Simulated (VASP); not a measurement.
A run of VASP 6.6.1:

File INCAR:

```
SYSTEM = SiC
PREC = Accurate ; ENCUT = 600
EDIFF = 1E-6 ; ISMEAR = -1
SIGMA = 0.05 ; LREAL = .False.
LASPH = .True. ; NELM = 100
ALGO = Normal ; ISIF = 3
LWAVE = .False. ; LCHARG = .False.
GGA = CA ; IBRION = 2
NSW = 100 ; EDIFFG = -0.002
```

File KPOINTS:

```
Automatic mesh
0
Gamma
  14 14 8
  0 0 0
```

The input POSCAR:

```
SiC
1.0
    3.0760000000      0.0000000000      0.0000000000
   -1.5380000000      2.6638941420      0.0000000000
    0.0000000000      0.0000000000      5.0480000000
Si C
2 2
Direct
    0.3333333333      0.6666666667      0.0000000000
    0.6666666667      0.3333333333      0.5000000000
    0.3333333333      0.6666666667      0.3850000000
    0.6666666667      0.3333333333      0.8850000000
```

Potentials or basis: VASP PAW LDA potentials, release 64 (Si, C).

Command:

```console
$ cat potpaw_LDA.64/Si/POTCAR potpaw_LDA.64/C/POTCAR > POTCAR
$ mpirun -np 1 vasp_std > vasp.out
```

Hardware: 1 thread of Intel(R) Xeon(R) Platinum 8259CL CPU @ 2.50GHz (Skylake/Cascade Lake), on a shared host.

Problem. Estimate the wall time of this run.

Solution. It took 6 min on 1 thread of Intel(R) Xeon(R) Platinum 8259CL CPU @ 2.50GHz (Skylake/Cascade Lake), with other jobs on the host, peak memory 0.2 GiB. Counts: scf iterations 49, k points 120, ion steps 8.
